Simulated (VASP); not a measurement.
# MgS in VASP: notebook

Runs on MgS. Level: LDA. Tasks: single point.

Program: VASP 6.6.1. These are calculated values, not measurements. Logs are shortened: lines on timing, memory, paths and dates and some standing lists are left out, and cuts for length are marked.

## Step 1: The cell of the first run

It takes space group Fm-3m (No. 225, cubic). The conventional cell has a = 5.305 Å, b = 5.305 Å, c = 5.305 Å, α = 90.00°, β = 90.00°, γ = 90.00°. Mg (site symmetry m-3m) has 6 S at 2.65 Å within 3.5 Å. S (site symmetry m-3m) has 6 Mg at 2.65 Å within 3.5 Å.

## Step 2: Single point, LDA (volume scaled by 1.06)

Contents of INCAR:

```
SYSTEM = MgS
  PREC = Accurate
  ENCUT = 520
  EDIFF = 1E-6
  ISMEAR = -1
  SIGMA = 0.01
  LREAL = .FALSE.
  LASPH = .TRUE.
  NELM = 60
  ALGO = Normal
  ISIF = 2
  LWAVE = .FALSE.
  LCHARG = .TRUE.
  GGA = CA
  LELF = .TRUE.
  LVHAR = .TRUE.
  NBANDS = 11
```

Contents of KPOINTS:

```
regular mesh
0
G
  8 8 8
  0 0 0
```

Contents of POSCAR:

```
MgS
1.0
    0.0000000000      2.6526756994      2.6526756994
    2.6526756994      0.0000000000      2.6526756994
    2.6526756994      2.6526756994      0.0000000000
Mg S
1 1
Direct
    0.0000000000      0.0000000000      0.0000000000
    0.5000000000      0.5000000000      0.5000000000
```

Potentials or basis: VASP PAW LDA potentials, release 64 (Mg, S).

Launch:

```sh
$ cat potpaw_LDA.64/Mg/POTCAR potpaw_LDA.64/S/POTCAR > POTCAR
$ mpirun -np 1 vasp_std > vasp.out
```

OUTCAR:

```text
SYSTEM = MgS
   PREC = Accurate
   ENCUT = 520
   EDIFF = 1E-6
   ISMEAR = -1
   LREAL = .FALSE.
   LASPH = .TRUE.
   NELM = 60
   ISIF = 2
   GGA = CA

 ion  position               nearest neighbor table
   1  0.000  0.000  0.000-   2 2.65   2 2.65   2 2.65   2 2.65   2 2.65   2 2.65
   2  0.500  0.500  0.500-   1 2.65   1 2.65   1 2.65   1 2.65   1 2.65   1 2.65

  LATTYP: Found a face centered cubic cell.
 ALAT       =     5.3053513988

  Lattice vectors:

 A1 = (   0.0000000000,   2.6526756994,   2.6526756994)
 A2 = (   2.6526756994,   0.0000000000,   2.6526756994)
 A3 = (   2.6526756994,   2.6526756994,   0.0000000000)

Analysis of symmetry for initial positions (statically):
=====================================================================
 Subroutine PRICEL returns:
 Original cell was already a primitive cell.

 Routine SETGRP: Setting up the symmetry group for a
 face centered cubic supercell.

 Subroutine GETGRP returns: Found 48 space group operations
 (whereof 48 operations were pure point group operations)
 out of a pool of 48 trial point group operations.

The static configuration has the point symmetry O_h .

Analysis of symmetry for dynamics (positions and initial velocities):
=====================================================================
 Subroutine PRICEL returns:
 Original cell was already a primitive cell.

 Routine SETGRP: Setting up the symmetry group for a
 face centered cubic supercell.

 Subroutine GETGRP returns: Found 48 space group operations
 (whereof 48 operations were pure point group operations)
 out of a pool of 48 trial point group operations.

The dynamic configuration has the point symmetry O_h .

 Subroutine INISYM returns: Found 48 space group operations
 (whereof 48 operations are pure point group operations),
 and found     1 'primitive' translations

----------------------------------------------------------------------------------------

                                     Primitive cell

  volume of cell :      37.3321

  direct lattice vectors                    reciprocal lattice vectors
     0.000000000  2.652675699  2.652675699    -0.188488928  0.188488928  0.188488928
     2.652675699  0.000000000  2.652675699     0.188488928 -0.188488928  0.188488928
     2.652675699  2.652675699  0.000000000     0.188488928  0.188488928 -0.188488928

  length of vectors
     3.751449951  3.751449951  3.751449951     0.326472401  0.326472401  0.326472401

  position of ions in fractional coordinates (direct lattice)
     0.000000000  0.000000000  0.000000000
     0.500000000  0.500000000  0.500000000

  ion indices of the primitive-cell ions
   primitive index   ion index
                 1           1
                 2           2

----------------------------------------------------------------------------------------

 KPOINTS: regular mesh

Automatic generation of k-mesh.
 Grid dimensions read from file:
 generate k-points for:    8    8    8

 Generating k-lattice:

  Cartesian coordinates                     Fractional coordinates (reciprocal lattice)
    -0.023561116  0.023561116  0.023561116     0.125000000  0.000000000  0.000000000
     0.023561116 -0.023561116  0.023561116     0.000000000  0.125000000  0.000000000
     0.023561116  0.023561116 -0.023561116     0.000000000  0.000000000  0.125000000

  Length of vectors
     0.040809050  0.040809050  0.040809050

  Shift w.r.t. Gamma in fractional coordinates (k-lattice)
     0.000000000  0.000000000  0.000000000

 Subroutine IBZKPT returns following result:
 ===========================================

 Found     29 irreducible k-points:

 Following reciprocal coordinates:
            Coordinates               Weight
  0.000000  0.000000  0.000000      1.000000
  0.125000  0.000000  0.000000      8.000000
  0.250000  0.000000  0.000000      8.000000
  0.375000  0.000000  0.000000      8.000000
  0.500000  0.000000  0.000000      4.000000
  0.125000  0.125000  0.000000      6.000000
[... 16 lines left out ...]
  0.500000  0.250000  0.125000     48.000000
 -0.375000  0.250000  0.125000     24.000000
 [... further k-points ...]
   k-points           NKPTS =     29   k-points in BZ     NKDIM =     29   number of bands    NBANDS=     11
   number of dos      NEDOS =    301   number of ions     NIONS =      2
   total plane-waves  NPLWV =  21952
   dimension x,y,z NGX =    28 NGY =   28 NGZ =   28
   dimension x,y,z NGXF=    56 NGYF=   56 NGZF=   56
   ions per type =               1   1
   NGX,Y,Z   is equivalent  to a cutoff of  12.41, 12.41, 12.41 a.u.
   NGXF,Y,Z  is equivalent  to a cutoff of  24.82, 24.82, 24.82 a.u.
 SYSTEM =  MgS
   PREC   = accura    normal or accurate (medium, high low for compatibility)
   ISTART =      0    job   : 0-new  1-cont  2-samecut
   ICHARG =      2    charge: 1-file 2-atom 10-const
   ISPIN  =      1    spin polarized calculation?
   LNONCOLLINEAR =      F non collinear calculations
   LSORBIT =      F    spin-orbit coupling
   LASPH  =      T    aspherical Exc in radial PAW
   ENCUT  =  520.0 eV  38.22 Ry    6.18 a.u.   6.98  6.98  6.98*2*pi/ulx,y,z
   NELM   =     60;   NELMIN=  2; NELMDL= -5     # of ELM steps
   EDIFF  = 0.1E-05   stopping-criterion for ELM
   LREAL  =      F    real-space projection
   EDIFFG = 0.1E-04   stopping-criterion for IOM
   NSW    =      0    number of steps for IOM
   IBRION =     -1    ionic relax: 0-MD 1-quasi-New 2-CG
   NFREE  =      0    steps in history (QN), initial steepest desc. (CG)
   ISIF   =      2    stress and relaxation
   ISYM   =      2    0-nonsym 1-usesym 2-fastsym
   POTIM  = 0.5000    time-step for ionic-motion
   TEBEG  =    0.0;   TEEND  =   0.0 temperature during run
   PSTRESS=    0.0 pullay stress
   NELECT =       8.0000    total number of electrons
   NUPDOWN=      -1.0000    fix difference up-down
   EMIN   =  10.00;   EMAX   =-10.00  energy-range for DOS
   EFERMI =   0.00;   METHOD = LEGACY
   ISMEAR =    -1;   SIGMA  =   0.01  broadening in eV -4-tet -1-fermi 0-gaus
   EFERMI_NEDOS =   21; number of points for ismear=-14 and -15
   IALGO  =     38    algorithm
   IMIX   =      4    mixing-type and parameters
     AMIX     =   0.40;   BMIX     =  1.00
     AMIX_MAG =   1.60;   BMIX_MAG =  1.00
  volume/ion in A,a.u.               =      18.67       125.96
  Fermi-wavevector in a.u.,A,eV,Ry     =   0.979664  1.851297 13.058088  0.959742
  Thomas-Fermi vector in A             =   2.110535
   LORBIT       =      0    0 simple, 1 ext, 2 COOP (PROOUT), +10 PAW based schemes
   GGA     = CA    functional components
   LHFCALC =     F    Hartree Fock is set to
   AEXX    =    0.0000 exact exchange contribution
   IVDW    =     0    specifies the selected vdW correction
   LEPSILON=     F    determine dielectric tensor
   LRPA    =     F    only Hartree local field effects (RPA)
 non-spin polarized calculation
  energy-cutoff  :      520.00
  volume of cell :       37.33
 maximum number of plane-waves:      1036
   NGX = 13   NGY = 13   NGZ = 13

 number of electron       8.0000001 magnetization

 Free energy of the ion-electron system (eV)
  ---------------------------------------------------
  ext. energy  EPLUGINS =         0.00000000
  ---------------------------------------------------
  free energy    TOTEN  =        -9.49662424 eV

  energy without entropy =       -9.49662424  energy(sigma->0) =       -9.49662424

 E-fermi :   3.3061     XC(G=0):  -9.7507

 val. band max:        3.0732672707   @ k =   0.0000   0.0000   0.0000
 cond. band min:       5.5055392930   @ k =   0.5000   0.5000   0.0000
 fundamental gap:      2.4322720222
 Fermi energy:         3.3061193714

 k-point     1 :       0.0000    0.0000    0.0000
  band No.  band energies     occupation
      1      -9.2476      2.00000
      2       3.0733      2.00000
      3       3.0733      2.00000
      4       3.0733      2.00000
      5       6.1264      0.00000
      6      10.9399      0.00000
      7      10.9399      0.00000
      8      10.9399      0.00000
      9      13.2706      0.00000
     10      13.2706      0.00000
     11      15.2834      0.00000

 k-point     2 :       0.1250    0.0000    0.0000
  band No.  band energies     occupation
      1      -9.1081      2.00000
      2       2.0289      2.00000
      3       2.9830      2.00000
      4       2.9830      2.00000
      5       6.9702      0.00000
      6      10.5663      0.00000
      7      11.1548      0.00000
      8      11.1548      0.00000
      9      12.5426      0.00000
     10      12.5426      0.00000
     11      15.0411      0.00000

 k-point     3 :       0.2500    0.0000    0.0000
  band No.  band energies     occupation
      1      -8.7329      2.00000
      2       0.3517      2.00000
      3       2.7853      2.00000
      4       2.7853      2.00000
      5       7.6153      0.00000
      6      10.6703      0.00000
      7      10.6703      0.00000
      8      10.9147      0.00000
      9      13.1354      0.00000
     10      13.1354      0.00000
     11      14.3004      0.00000

 k-point     4 :       0.3750    0.0000    0.0000
  band No.  band energies     occupation
      1      -8.2803      2.00000
      2      -0.9997      2.00000
      3       2.6104      2.00000
      4       2.6104      2.00000
      5       7.4725      0.00000
      6       9.9877      0.00000
      7       9.9877      0.00000
      8      12.0200      0.00000
      9      14.1518      0.00000
     10      15.0342      0.00000
     11      15.0342      0.00000
[... 239 lines left out ...]
 k-point    22 :       0.3750    0.2500    0.1250
  band No.  band energies     occupation
      1      -8.4411      2.00000
      2       0.1028      2.00000
      3       1.7160      2.00000
      4       2.4540      2.00000
      5       8.3997      0.00000
      6       9.4719      0.00000
      7       9.7863      0.00000
      8      11.8454      0.00000
      9      12.9345      0.00000
     10      15.6828      0.00000
     11      17.1936      0.00000

 k-point    23 :       0.5000    0.2500    0.1250
  band No.  band energies     occupation
      1      -8.0612      2.00000
      2      -0.6696      2.00000
      3       1.2069      2.00000
      4       2.1590      2.00000
      5       8.3360      0.00000
      6       9.1764      0.00000
      7      10.6078      0.00000
      8      11.6304      0.00000
      9      14.2837      0.00000
     10      16.7650      0.00000
     11      17.3293      0.00000

 k-point    24 :      -0.3750    0.2500    0.1250
  band No.  band energies     occupation
      1      -7.8818      2.00000
      2      -1.0259      2.00000
      3       1.0696      2.00000
      4       2.0048      2.00000
      5       8.3099      0.00000
      6       8.8946      0.00000
      7      11.1436      0.00000
      8      12.0619      0.00000
      9      14.9162      0.00000
     10      15.6438      0.00000
     11      18.0764      0.00000

 [... further k-points ...]
[... 5 lines left out ...]
  --------------------------------------------------------------------------------------
  -------------------------------------------------------------------------------------
  Total       -1.7196024     -1.7196024     -1.7196024      0.0000000     -0.0000000     -0.0000000
  in kB      -73.7999637    -73.7999637    -73.7999637      0.0000000     -0.0000000     -0.0000000
  external PRESSURE =     -73.7999637 kB  Pullay stress =       0.0000000 kB

 VOLUME and BASIS-vectors are now :
 -----------------------------------------------------------------------------
  energy-cutoff  :      520.00
  volume of cell :       37.33
      direct lattice vectors                 reciprocal lattice vectors
     0.000000000  2.652675699  2.652675699    -0.188488928  0.188488928  0.188488928
     2.652675699  0.000000000  2.652675699     0.188488928 -0.188488928  0.188488928
     2.652675699  2.652675699  0.000000000     0.188488928  0.188488928 -0.188488928

 POSITION                                       TOTAL-FORCE (eV/Angst)
 -----------------------------------------------------------------------------------
      0.00000      0.00000      0.00000        -0.000000     -0.000000     -0.000000
      2.65268      2.65268      2.65268         0.000000      0.000000      0.000000
 -----------------------------------------------------------------------------------
    total drift:                                0.000000      0.000000      0.000000

  FREE ENERGIE OF THE ION-ELECTRON SYSTEM (eV)
  ---------------------------------------------------
  free  energy   TOTEN  =        -9.4966242356 eV

  energy  without entropy=       -9.4966242356  energy(sigma->0) =       -9.49662424
```

It took 23 s on 1 thread of Intel Xeon 8259CL, shared host; peak memory 0.14 GiB.

What came out:

```
Free energy            : -9.4966 eV
Pressure               : -7.4 GPa
Band gap on the k mesh : 2.43 eV, indirect (least direct gap 3.05 eV)
```

Levels at points of the mesh, in eV from the valence-band top:
| k point | band 1 | band 2 | band 3 | band 4 | band 5 | band 6 | band 7 | band 8 |
| --- | --- | --- | --- | --- | --- | --- | --- | --- |
| (0.00, 0.00, 0.00) | -12.32 | 0.00 | 0.00 | 0.00 | 3.05 | 7.87 | 7.87 | 7.87 |
| (0.50, 0.00, 0.00) | -11.13 | -4.61 | -0.53 | -0.53 | 4.29 | 6.67 | 6.67 | 9.22 |
| (0.50, 0.50, 0.00) | -10.80 | -3.96 | -1.58 | -1.58 | 2.43 | 4.42 | 11.23 | 12.51 |

 A k mesh can miss the band edges.

## Step 3: Single point, LDA (equal xx and yy strain of -3 %)

Contents of INCAR:

```
SYSTEM = MgS
  PREC = Accurate
  ENCUT = 520
  EDIFF = 1E-7
  ISMEAR = -1
  SIGMA = 0.01
  LREAL = .FALSE.
  LASPH = .TRUE.
  NELM = 60
  ALGO = Normal
  ISIF = 2
  LWAVE = .FALSE.
  LCHARG = .FALSE.
  GGA = CA
  NBANDS = 11
```

KPOINTS is that of step 2.

Contents of POSCAR:

```
MgS
1.0
    0.0000000000      2.5236005000      2.6016500000
    2.5236005000      0.0000000000      2.6016500000
    2.5236005000      2.5236005000      0.0000000000
Mg S
1 1
Direct
    0.0000000000      0.0000000000      0.0000000000
    0.5000000000      0.5000000000      0.5000000000
```

Potentials or basis: VASP PAW LDA potentials, release 64 (Mg, S).

Launch:

```sh
$ cat potpaw_LDA.64/Mg/POTCAR potpaw_LDA.64/S/POTCAR > POTCAR
$ mpirun -np 1 vasp_std > vasp.out
```

It took 42 s on 1 thread of Intel Xeon 8259CL, shared host; peak memory 0.15 GiB.

The run converged. Its results:

```yaml
Free_energy: -9.5830 eV
Pressure: 1.1 GPa
Band_gap_on_the_k_mesh: 2.55 eV, indirect (least direct gap 3.90 eV)
```

Stress tensor (GPa, compression positive):
```
 2.41  0.00  0.00
 0.00  2.41  0.00
 0.00  0.00 -1.49
```

Levels at points of the mesh, in eV from the valence-band top:
| k point | band 1 | band 2 | band 3 | band 4 | band 5 | band 6 | band 7 | band 8 | band 9 |
| --- | --- | --- | --- | --- | --- | --- | --- | --- | --- |
| (0.00, 0.00, 0.00) | -13.09 | -0.13 | -0.13 | 0.00 | 3.90 | 7.49 | 7.82 | 7.82 | 10.02 |
| (0.50, 0.00, 0.00) | -11.59 | -5.33 | -0.80 | -0.70 | 4.37 | 6.58 | 6.90 | 10.42 | 12.21 |
| (0.50, 0.50, 0.00) | -11.25 | -4.69 | -1.83 | -1.83 | 2.74 | 4.05 | 12.10 | 12.80 | 13.79 |
| (0.50, 0.00, 0.50) | -11.12 | -4.65 | -2.12 | -1.84 | 2.55 | 3.94 | 12.41 | 12.85 | 13.13 |

Caveat: the cell differs from its parent crystal (equal xx and yy strain of -3 %). A k mesh can miss the band edges.

## Step 4: Single point, LDA (zz strain of -3 %)

Contents of INCAR:

```
PREC     = Accurate       # precision mode
ENCUT    = 520            # plane-wave cutoff, eV
EDIFF    = 1E-7           # SCF threshold, eV
ISMEAR   = -1             # smearing method
SIGMA    = 0.01           # smearing width, eV
LREAL    = False          # projectors in reciprocal space
LASPH    = True           # aspherical terms in the spheres
NELM     = 60             # most SCF steps
ALGO     = Normal         # electronic algorithm
ISIF     = 2              # what is computed and relaxed
LWAVE    = False          # write WAVECAR
LCHARG   = False          # write CHGCAR
NBANDS   = 11             # bands
```

Contents of KPOINTS:

```
Automatic mesh
0
Gamma
  8 8 8
```

Contents of POSCAR:

```
MgS
1.0
    0.0000000000      2.6016500000      2.5236005000
    2.6016500000      0.0000000000      2.5236005000
    2.6016500000      2.6016500000      0.0000000000
Mg S
1 1
Direct
    0.0000000000      0.0000000000      0.0000000000
    0.5000000000      0.5000000000      0.5000000000
```

Launch:

```sh
$ cat potpaw_LDA.64/Mg/POTCAR potpaw_LDA.64/S/POTCAR > POTCAR
$ mpirun -np 1 vasp_std > vasp.out
```

Wall time 40 s (1 thread of Intel Xeon 8259CL, shared host); peak memory 0.15 GiB.

The run converged. Its results:

```yaml
Free_energy: -9.5815 eV
Pressure: -1.4 GPa
Band_gap_on_the_k_mesh: 2.48 eV, indirect (least direct gap 3.69 eV)
```

Stress tensor (GPa, compression positive):
```
-2.65  0.00  0.00
 0.00 -2.65  0.00
 0.00  0.00  0.96
```

Levels at points of the mesh, in eV from the valence-band top:
```csv
k point,band 2,band 3,band 4,band 5,band 6,band 7
"(0.00, 0.00, 0.00)",-0.14,0.00,0.00,3.69,7.67,7.67
"(0.50, 0.00, 0.00)",-5.12,-0.72,-0.63,4.36,6.57,6.93
"(0.50, 0.50, 0.00)",-4.43,-1.92,-1.92,2.48,4.04,12.25
"(0.50, 0.00, 0.50)",-4.48,-1.91,-1.64,2.64,4.15,11.94
```

Caveat: the cell differs from its parent crystal (zz strain of -3 %). A k mesh can miss the band edges.

## Step 5: Overview

| cell | gap on the mesh (eV) | pressure (GPa) |
| --- | --- | --- |
| a = 3.751 Å, angles 60.0°, 2 atoms | 2.43 | -7.4 |
| a = 3.625, b = 3.625, c = 3.569 Å, angles 60.5, 60.5, 59.0°, 2 atoms | 2.55 | 1.1 |
| a = 3.625, b = 3.625, c = 3.679 Å, angles 59.5, 59.5, 61.0°, 2 atoms | 2.48 | -1.4 |

Alike in all rows: task single point; level LDA; potentials or basis VASP PAW LDA potentials, release 64 (Mg, S); no spin polarisation; k mesh 8 × 8 × 8; cutoff (eV) 520; smearing fermi-dirac 0.01 eV.

Total energies depend on the potentials used, so only differences within one code and one set of settings carry meaning.
